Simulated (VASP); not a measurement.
The system is Cd2S.

```xyz
3
Lattice="3.8818 0.0000 0.0000 -1.9409 3.3617 0.0000 0.0000 0.0000 5.6906" Properties=species:S:1:pos:R:3 pbc="T T T"
Cd    0.0000    2.2411    5.3077
Cd    1.9409    1.1206    3.2934
S     0.0000    2.2411    2.0811
```

Base run:

- Program: VASP 6.6.1
- Functional: r2SCAN
- Potentials or basis: VASP PAW PBE potentials, release 64 (Cd, S)
- Cutoff: 520 eV
- k mesh: 8 × 8 × 5
- Occupations: fermi-dirac, width 0.05 eV
- Spin: no spin polarisation

Its results: band gap on the k mesh 0.30 eV, indirect (least direct gap 0.70 eV); pressure 1.7 GPa; largest force 0.252 eV/Å.

Question: After a change of settings the same cell gave: band gap on the k mesh 0.20 eV, indirect (least direct gap 0.59 eV); pressure 0.0 GPa; largest force 0.131 eV/Å. Which change was it?
A. functional from r2SCAN to LDA; potentials or basis from VASP PAW PBE potentials, release 64 (Cd, S) to VASP PAW LDA potentials, release 64 (Cd, S)
B. functional from r2SCAN to PBE
C. functional from r2SCAN to PBEsol

Answer: C.

r2SCAN gives the wider gap, since meta-GGAs in the generalised Kohn-Sham scheme recover part of the derivative discontinuity.

Caveats: the PAW data sets were made with another functional, which shifts forces and pressure a little.
